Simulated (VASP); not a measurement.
The system is Sn.

```
Sn
1.0
    -2.96432    2.96432    1.61635
     2.96432   -2.96432    1.61635
     2.96432    2.96432   -1.61635
Sn
2
Direct
  0.75000 0.25000 0.50000
  0.00000 0.00000 0.00000
```

| Property | Result |
| --- | --- |
| Program | VASP 6.6.1 |
| Task | relaxation of cell and atoms |
| Functional | PBEsol |
| Potentials or basis | VASP PAW PBE potentials, release 64 (Sn_d) |
| Cutoff | 600 eV |
| k mesh | 14 × 14 × 14 |
| Occupations | gaussian, width 0.1 eV |
| Spin | no spin polarisation |

At the start: pressure -2.7 GPa; volume 28.41 Å³/atom.

Task: Where does the relaxation end?

Result: Over 3 steps the energy falls by 13.7 meV/atom and the volume is 26.86 Å³/atom (-5.4 %); space group I4_1/amd (No. 141, to 0.05 Å).

Step by step:
| step | energy change (eV) | largest force (eV/Å) | pressure (GPa) | volume (Å³) |
| --- | --- | --- | --- | --- |
| 1 | 0.0000 | 0.0000 | -2.66 | 56.81 |
| 2 | -0.0255 | 0.0000 | 0.77 | 53.02 |
| 3 | -0.0273 | 0.0000 | 0.00 | 53.73 |

Final structure:
```yaml
crystal:
  lattice:
    - [-2.90917, 2.90917, 1.58711]
    - [2.90917, -2.90917, 1.58711]
    - [2.90917, 2.90917, -1.58711]
  atoms:
    - { symbol: Sn, position: [0.75000, 0.25000, 0.50000] }
    - { symbol: Sn, position: [0.00000, 0.00000, 0.00000] }
```

Caveat: the PAW data sets were made with another functional, which shifts forces and pressure a little.
